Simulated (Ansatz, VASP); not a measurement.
# One calculation of BAs, two programs

The input INCAR:

```
PREC     = Accurate       # precision mode
ENCUT    = 520            # plane-wave cutoff, eV
EDIFF    = 1E-6           # SCF threshold, eV
ISMEAR   = 0              # smearing method
SIGMA    = 0.017          # smearing width, eV
LREAL    = False          # projectors in reciprocal space
LASPH    = True           # aspherical terms in the spheres
NELM     = 60             # most SCF steps
ALGO     = Normal         # electronic algorithm
ISIF     = 2              # what is computed and relaxed
LWAVE    = False          # write WAVECAR
LCHARG   = True           # write CHGCAR
GGA      = PE             # functional
LELF     = True           # ELF
LVHAR    = True         
NBANDS   = 11             # bands
```

The input KPOINTS:

```
regular mesh
0
Gamma
  10 10 10
```

The input POSCAR:

```
BAs
1.0
    0.0000000000      2.3885000000      2.3885000000
    2.3885000000      0.0000000000      2.3885000000
    2.3885000000      2.3885000000      0.0000000000
As B
1 1
Direct
    0.7500000000      0.7500000000      0.7500000000
    0.0000000000      0.0000000000      0.0000000000
```

File input.yaml:

```yaml
crystal:
  lattice:
    - [0.0, 2.3885, 2.3885]
    - [2.3885, 0.0, 2.3885]
    - [2.3885, 2.3885, 0.0]
  atoms:
    - { symbol: As, position: [0.75, 0.75, 0.75] }
    - { symbol: B, position: [0.0, 0.0, 0.0] }
kpoints:
  mp_grid: { grid: [10, 10, 10] }
scf:
  occupations: { method: gaussian, width: 0.017 }
hamiltonian:
  xc: pbe
  pseudopotentials: { kind: all_electron, lapw: { basis_error: 0.001 } }
output:
  forces: true
  stress: true
  eigenvalues: true
```

Alike in both runs: task single point; functional PBE; k mesh 10 × 10 × 10; occupations gaussian, width 0.017 eV; no spin polarisation.

|  | VASP | Ansatz |
| --- | --- | --- |
| version | VASP 6.6.1 | Ansatz 0.2.0 |
| potentials or method | VASP PAW PBE potentials, release 64 (As, B), cutoff 520 eV | all-electron LAPW, scalar-relativistic |

|  | VASP | Ansatz | Ansatz less VASP |
| --- | --- | --- | --- |
| gap on the k mesh at the Fermi level (eV) | 1.18 | 1.19 | +0.011 |
| least direct gap on the mesh (eV) | 3.28 | 3.28 | +0.008 |
| pressure (GPa) | 3.4 | 2.7 | -0.69 |

Ansatz ran all-electron here, and VASP with PAW potentials.
